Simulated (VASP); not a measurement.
B:

```xyz
1
Lattice="0.0000 1.4853 1.4853 1.4853 0.0000 1.4853 1.4853 1.4853 0.0000" Properties=species:S:1:pos:R:3 pbc="T T T"
B     0.0000    0.0000    0.0000
```

```yaml
Program: VASP 6.6.1
Task: relaxation of cell and atoms
Functional: BLYP
Potentials_or_basis: VASP PAW PBE potentials, release 64 (B)
Cutoff: 600 eV
k_mesh: 18 × 18 × 18
Occupations: fermi-dirac, width 0.1 eV
Spin: no spin polarisation
```

At the start: pressure -15.5 GPa; volume 6.55 Å³/atom.

Question: How do energy, volume and symmetry change on relaxing?

Answer: Over 3 steps the energy falls by 24.8 meV/atom and the volume is 6.07 Å³/atom (-7.3 %); space group Fm-3m (No. 225, to 0.05 Å).

The path:
| step | energy change (eV) | largest force (eV/Å) | pressure (GPa) | volume (Å³) |
| --- | --- | --- | --- | --- |
| 1 | 0.0000 | 0.0000 | -15.50 | 6.55 |
| 2 | -0.0234 | 0.0000 | 4.26 | 5.97 |
| 3 | -0.0248 | 0.0000 | 0.04 | 6.07 |

Final structure:
```xyz
1
Lattice="0.0000 1.4481 1.4481 1.4481 0.0000 1.4481 1.4481 1.4481 0.0000" Properties=species:S:1:pos:R:3 pbc="T T T"
B     0.0000    0.0000    0.0000
```

Caveat: the PAW data sets were made with another functional, which shifts forces and pressure a little.
